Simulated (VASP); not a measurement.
# Sb (Im-3m) in VASP: settings compared

Sb is run at these levels: PBEsol+D3(BJ), PBEsol+D4; tasks: single point, relaxation of cell and atoms.

All numbers are computed with VASP 6.6.1; they aren't measurements. Logs are shortened: lines on timing, memory, paths and dates and some standing lists are left out, and cuts for length are marked.

### Step 1. The cell of the first run

The structure is cubic, space group Im-3m (No. 229). Conventional cell: a = 3.681 Å, b = 3.681 Å, c = 3.681 Å, α = 90.00°, β = 90.00°, γ = 90.00°. Within 4.2 Å of Sb (site symmetry m-3m) lie 14 Sb at 3.19 to 3.68 Å.

### Step 2. Single point, PBEsol+D3(BJ)

Contents of INCAR:

```
ALGO = Normal
EDIFF = 1E-6
ENCUT = 520
GGA = PS
ISIF = 2
ISMEAR = -1
IVDW = 12
LASPH = T
LCHARG = F
LREAL = F
LWAVE = F
NBANDS = 8
NELM = 100
PREC = Accurate
SIGMA = 0.05
```

Contents of KPOINTS:

```
k-points
0
Gamma
  10 10 10
```

Contents of POSCAR:

```
Sb
1.0
   -1.8404167560      1.8404167560      1.8404167560
    1.8404167560     -1.8404167560      1.8404167560
    1.8404167560      1.8404167560     -1.8404167560
Sb
1
Direct
    0.0000000000      0.0000000000      0.0000000000
```

Potentials or basis: VASP PAW PBE potentials, release 64 (Sb).

On the command line:

```console
$ cat potpaw_PBE.64/Sb/POTCAR > POTCAR
$ mpirun -np 1 vasp_std > vasp.out
```

OUTCAR:

```text
EDIFF = 1E-6
   ENCUT = 520
   GGA = PS
   ISIF = 2
   ISMEAR = -1
   IVDW = 12
   LASPH = T
   LREAL = F
   NELM = 100
   PREC = Accurate
 IVDW          = 12

 ion  position               nearest neighbor table
   1  0.000  0.000  0.000-

  LATTYP: Found a body centered cubic cell.
 ALAT       =     3.6808335120

  Lattice vectors:

 A1 = (  -1.8404167560,   1.8404167560,   1.8404167560)
 A2 = (   1.8404167560,  -1.8404167560,   1.8404167560)
 A3 = (   1.8404167560,   1.8404167560,  -1.8404167560)

Analysis of symmetry for initial positions (statically):
=====================================================================
 Subroutine PRICEL returns:
 Original cell was already a primitive cell.

 Routine SETGRP: Setting up the symmetry group for a
 body centered cubic supercell.

 Subroutine GETGRP returns: Found 48 space group operations
 (whereof 48 operations were pure point group operations)
 out of a pool of 48 trial point group operations.

The static configuration has the point symmetry O_h .

Analysis of symmetry for dynamics (positions and initial velocities):
=====================================================================
 Subroutine PRICEL returns:
 Original cell was already a primitive cell.

 Routine SETGRP: Setting up the symmetry group for a
 body centered cubic supercell.

 Subroutine GETGRP returns: Found 48 space group operations
 (whereof 48 operations were pure point group operations)
 out of a pool of 48 trial point group operations.

The dynamic configuration has the point symmetry O_h .

 Subroutine INISYM returns: Found 48 space group operations
 (whereof 48 operations are pure point group operations),
 and found     1 'primitive' translations

----------------------------------------------------------------------------------------

                                     Primitive cell

  volume of cell :      24.9350

  direct lattice vectors                    reciprocal lattice vectors
    -1.840416756  1.840416756  1.840416756     0.000000000  0.271677596  0.271677596
     1.840416756 -1.840416756  1.840416756     0.271677596  0.000000000  0.271677596
     1.840416756  1.840416756 -1.840416756     0.271677596  0.271677596  0.000000000

  length of vectors
     3.187695328  3.187695328  3.187695328     0.384210141  0.384210141  0.384210141

  position of ions in fractional coordinates (direct lattice)
     0.000000000  0.000000000  0.000000000

  ion indices of the primitive-cell ions
   primitive index   ion index
                 1           1

----------------------------------------------------------------------------------------

 KPOINTS: k-points

Automatic generation of k-mesh.
 Grid dimensions read from file:
 generate k-points for:   10   10   10

 Generating k-lattice:

  Cartesian coordinates                     Fractional coordinates (reciprocal lattice)
     0.000000000  0.027167760  0.027167760     0.100000000  0.000000000  0.000000000
     0.027167760  0.000000000  0.027167760     0.000000000  0.100000000  0.000000000
     0.027167760  0.027167760  0.000000000     0.000000000  0.000000000  0.100000000

  Length of vectors
     0.038421014  0.038421014  0.038421014

  Shift w.r.t. Gamma in fractional coordinates (k-lattice)
     0.000000000  0.000000000  0.000000000

 Subroutine IBZKPT returns following result:
 ===========================================

 Found     47 irreducible k-points:

 Following reciprocal coordinates:
            Coordinates               Weight
  0.000000  0.000000  0.000000      1.000000
  0.100000  0.000000  0.000000     12.000000
  0.200000  0.000000  0.000000     12.000000
  0.300000  0.000000  0.000000     12.000000
  0.400000  0.000000  0.000000     12.000000
  0.500000  0.000000  0.000000      6.000000
[... 16 lines left out ...]
  0.300000  0.300000  0.100000      8.000000
 -0.300000  0.300000  0.100000     24.000000
 [... further k-points ...]
   k-points           NKPTS =     47   k-points in BZ     NKDIM =     47   number of bands    NBANDS=      8
   number of dos      NEDOS =    301   number of ions     NIONS =      1
   total plane-waves  NPLWV =  13824
   dimension x,y,z NGX =    24 NGY =   24 NGZ =   24
   dimension x,y,z NGXF=    48 NGYF=   48 NGZF=   48
   ions per type =               1
   NGX,Y,Z   is equivalent  to a cutoff of  12.52, 12.52, 12.52 a.u.
   NGXF,Y,Z  is equivalent  to a cutoff of  25.03, 25.03, 25.03 a.u.
 SYSTEM =  unknown system
   PREC   = accura    normal or accurate (medium, high low for compatibility)
   ISTART =      0    job   : 0-new  1-cont  2-samecut
   ICHARG =      2    charge: 1-file 2-atom 10-const
   ISPIN  =      1    spin polarized calculation?
   LNONCOLLINEAR =      F non collinear calculations
   LSORBIT =      F    spin-orbit coupling
   LASPH  =      T    aspherical Exc in radial PAW
   ENCUT  =  520.0 eV  38.22 Ry    6.18 a.u.   5.93  5.93  5.93*2*pi/ulx,y,z
   NELM   =    100;   NELMIN=  2; NELMDL= -5     # of ELM steps
   EDIFF  = 0.1E-05   stopping-criterion for ELM
   LREAL  =      F    real-space projection
   EDIFFG = 0.1E-04   stopping-criterion for IOM
   NSW    =      0    number of steps for IOM
   IBRION =     -1    ionic relax: 0-MD 1-quasi-New 2-CG
   NFREE  =      0    steps in history (QN), initial steepest desc. (CG)
   ISIF   =      2    stress and relaxation
   ISYM   =      2    0-nonsym 1-usesym 2-fastsym
   POTIM  = 0.5000    time-step for ionic-motion
   TEBEG  =    0.0;   TEEND  =   0.0 temperature during run
   PSTRESS=    0.0 pullay stress
   NELECT =       5.0000    total number of electrons
   NUPDOWN=      -1.0000    fix difference up-down
   EMIN   =  10.00;   EMAX   =-10.00  energy-range for DOS
   EFERMI =   0.00;   METHOD = LEGACY
   ISMEAR =    -1;   SIGMA  =   0.05  broadening in eV -4-tet -1-fermi 0-gaus
   EFERMI_NEDOS =   21; number of points for ismear=-14 and -15
   IALGO  =     38    algorithm
   IMIX   =      4    mixing-type and parameters
     AMIX     =   0.40;   BMIX     =  1.00
     AMIX_MAG =   1.60;   BMIX_MAG =  1.00
  volume/ion in A,a.u.               =      24.93       168.27
  Fermi-wavevector in a.u.,A,eV,Ry     =   0.958213  1.810760 12.492487  0.918172
  Thomas-Fermi vector in A             =   2.087300
   LORBIT       =      0    0 simple, 1 ext, 2 COOP (PROOUT), +10 PAW based schemes
   GGA     = PS    functional components
   LHFCALC =     F    Hartree Fock is set to
   AEXX    =    0.0000 exact exchange contribution
   IVDW    =    12    specifies the selected vdW correction
   LEPSILON=     F    determine dielectric tensor
   LRPA    =     F    only Hartree local field effects (RPA)
 non-spin polarized calculation
  energy-cutoff  :      520.00
  volume of cell :       24.93
 maximum number of plane-waves:       683
   NGX = 11   NGY = 11   NGZ = 11

 number of electron       5.0000000 magnetization

 Free energy of the ion-electron system (eV)
  ---------------------------------------------------
  ext. energy  EPLUGINS =         0.00000000
  ---------------------------------------------------
  free energy    TOTEN  =        -4.36097279 eV

  energy without entropy =       -4.35163643  energy(sigma->0) =       -4.35630461

 E-fermi :   9.3293     XC(G=0): -10.6642

 val. band max:        9.3226900785   @ k =   0.3000   0.1000   0.1000
 cond. band min:       9.3981166500   @ k =   0.2000   0.2000   0.0000
 fundamental gap:      0.0754265715
 Fermi energy:         9.3292506496

 k-point     1 :       0.0000    0.0000    0.0000
  band No.  band energies     occupation
      1      -4.1412      2.00000
      2      15.4549      0.00000
      3      15.4549      0.00000
      4      15.4549      0.00000
      5      20.2495      0.00000
      6      20.2495      0.00000
      7      20.2495      0.00000
      8      21.2064      0.00000

 k-point     2 :       0.1000    0.0000    0.0000
  band No.  band energies     occupation
      1      -3.9159      2.00000
      2      13.7850      0.00000
      3      14.7124      0.00000
      4      15.2316      0.00000
      5      18.9891      0.00000
      6      19.0884      0.00000
      7      20.6086      0.00000
      8      21.2092      0.00000

 k-point     3 :       0.2000    0.0000    0.0000
  band No.  band energies     occupation
      1      -3.2429      2.00000
      2      10.6600      0.00000
      3      13.3850      0.00000
      4      14.6481      0.00000
      5      17.6532      0.00000
      6      17.9077      0.00000
      7      20.6011      0.00000
      8      21.7521      0.00000

 k-point     4 :       0.3000    0.0000    0.0000
  band No.  band energies     occupation
      1      -2.1393      2.00000
      2       7.5063      2.00000
      3      12.2245      0.00000
      4      13.9812      0.00000
      5      16.7405      0.00000
      6      17.0604      0.00000
      7      21.3446      0.00000
      8      22.5449      0.00000

 k-point     5 :       0.4000    0.0000    0.0000
  band No.  band energies     occupation
      1      -0.6905      2.00000
      2       4.7595      2.00000
      3      11.4693      0.00000
      4      13.4946      0.00000
      5      16.2103      0.00000
      6      16.5538      0.00000
      7      22.5733      0.00000
      8      23.6409      0.00000

 k-point     6 :       0.5000    0.0000    0.0000
  band No.  band energies     occupation
      1       0.3818      2.00000
      2       3.2457      2.00000
      3      11.2090      0.00000
      4      13.3202      0.00000
      5      16.0366      0.00000
      6      16.3853      0.00000
      7      23.6245      0.00000
      8      25.0453      0.00000

 k-point     7 :       0.1000    0.1000    0.0000
  band No.  band energies     occupation
      1      -3.4666      2.00000
      2      11.8179      0.00000
      3      13.3734      0.00000
      4      14.4540      0.00000
      5      18.4228      0.00000
      6      18.7001      0.00000
      7      20.4130      0.00000
      8      21.5210      0.00000

 k-point     8 :       0.2000    0.1000    0.0000
  band No.  band energies     occupation
      1      -2.5768      2.00000
      2       9.0366      1.99428
      3      11.7324      0.00000
      4      13.6338      0.00000
      5      17.6271      0.00000
      6      18.6222      0.00000
      7      20.3399      0.00000
      8      23.0774      0.00000

 k-point     9 :       0.3000    0.1000    0.0000
  band No.  band energies     occupation
      1      -1.2857      2.00000
      2       6.1736      2.00000
      3      10.6762      0.00000
      4      12.9670      0.00000
      5      16.9696      0.00000
      6      18.4175      0.00000
      7      20.9184      0.00000
      8      24.3643      0.00000

 k-point    10 :       0.4000    0.1000    0.0000
  band No.  band energies     occupation
      1       0.1670      2.00000
      2       3.8810      2.00000
      3      10.1504      0.00000
      4      12.6027      0.00000
      5      16.6320      0.00000
      6      18.1968      0.00000
      7      22.1757      0.00000
      8      24.0531      0.00000
[... 78 lines left out ...]
 k-point    18 :       0.4000    0.1000    0.1000
  band No.  band energies     occupation
      1       0.7006      2.00000
      2       3.7395      2.00000
      3       9.0055      1.99692
      4      10.6554      0.00000
      5      19.0544      0.00000
      6      19.5194      0.00000
      7      24.2495      0.00000
      8      25.2085      0.00000

 k-point    19 :      -0.1000    0.1000    0.1000
  band No.  band energies     occupation
      1      -3.6908      2.00000
      2      13.5227      0.00000
      3      13.9499      0.00000
      4      13.9499      0.00000
      5      18.1964      0.00000
      6      19.8182      0.00000
      7      19.8182      0.00000
      8      20.5246      0.00000

 k-point    20 :       0.2000    0.2000    0.1000
  band No.  band energies     occupation
      1      -0.4796      2.00000
      2       6.1416      2.00000
      3       8.4002      2.00000
      4      10.1775      0.00000
      5      20.4785      0.00000
      6      21.3305      0.00000
      7      23.0187      0.00000
      8      23.7242      0.00000

 k-point    21 :       0.3000    0.2000    0.1000
  band No.  band energies     occupation
      1       0.8082      2.00000
      2       4.7175      2.00000
      3       7.2610      2.00000
      4       9.7046      0.00110
      5      20.6250      0.00000
      6      22.0856      0.00000
      7      23.5140      0.00000
      8      24.7193      0.00000

 k-point    22 :      -0.2000    0.2000    0.1000
  band No.  band energies     occupation
      1      -3.0189      2.00000
      2      10.7579      0.00000
      3      12.6284      0.00000
      4      13.4632      0.00000
      5      17.2593      0.00000
      6      18.9526      0.00000
      7      19.5961      0.00000
      8      22.3263      0.00000

 k-point    23 :       0.3000    0.3000    0.1000
  band No.  band energies     occupation
      1       1.3661      2.00000
      2       5.4226      2.00000
      3       5.4226      2.00000
      4       9.4198      0.28115
      5      21.4491      0.00000
      6      23.0754      0.00000
      7      23.0754      0.00000
      8      25.7188      0.00000

 k-point    24 :      -0.3000    0.3000    0.1000
  band No.  band energies     occupation
      1      -1.9181      2.00000
      2       7.6831      2.00000
      3      11.4908      0.00000
      4      12.9290      0.00000
      5      17.1885      0.00000
      6      18.1005      0.00000
      7      19.3383      0.00000
      8      24.7424      0.00000

 [... further k-points ...]

------------------------ aborting loop because EDIFF is reached ----------------------------------------

 Edisp (eV)   -0.54878

 E8    (eV) :    -0.3766

  FORCE on cell =-STRESS in cart. coord.  units (eV):
  Direction    XX          YY          ZZ          XY          YZ          ZX
  --------------------------------------------------------------------------------------
  -------------------------------------------------------------------------------------
  Total       0.00650     0.00650     0.00650     0.00000     0.00000    -0.00000
  in kB       0.41739     0.41739     0.41739     0.00000     0.00000    -0.00000
  external pressure =        0.42 kB  Pullay stress =        0.00 kB

 VOLUME and BASIS-vectors are now :
 -----------------------------------------------------------------------------
  energy-cutoff  :      520.00
  volume of cell :       24.93
      direct lattice vectors                 reciprocal lattice vectors
    -1.840416756  1.840416756  1.840416756     0.000000000  0.271677596  0.271677596
     1.840416756 -1.840416756  1.840416756     0.271677596  0.000000000  0.271677596
     1.840416756  1.840416756 -1.840416756     0.271677596  0.271677596  0.000000000

 POSITION                                       TOTAL-FORCE (eV/Angst)
 -----------------------------------------------------------------------------------
      0.00000      0.00000      0.00000         0.000000      0.000000      0.000000
 -----------------------------------------------------------------------------------
    total drift:                                0.000000     -0.000000      0.000000

  FREE ENERGIE OF THE ION-ELECTRON SYSTEM (eV)
  ---------------------------------------------------
  free  energy   TOTEN  =        -4.9097525410 eV

  energy  without entropy=       -4.9004161805  energy(sigma->0) =       -4.90508436
```

It took 7.6 s on 1 thread of Intel Xeon 8259CL, shared host; peak memory 0.15 GiB.

What came out:

| Item | Value |
| --- | --- |
| Free energy | -4.9098 eV |
| Pressure | 0.0 GPa |
| Dispersion energy per atom | -0.549 eV |

Caveat: the PAW data sets were made with another functional, which shifts forces and pressure a little; spin-orbit coupling is left out, which moves the levels of the heavy elements; pairwise dispersion overbinds metals, which lowers pressure and volume.

(Part 1 of 3 ends here.)
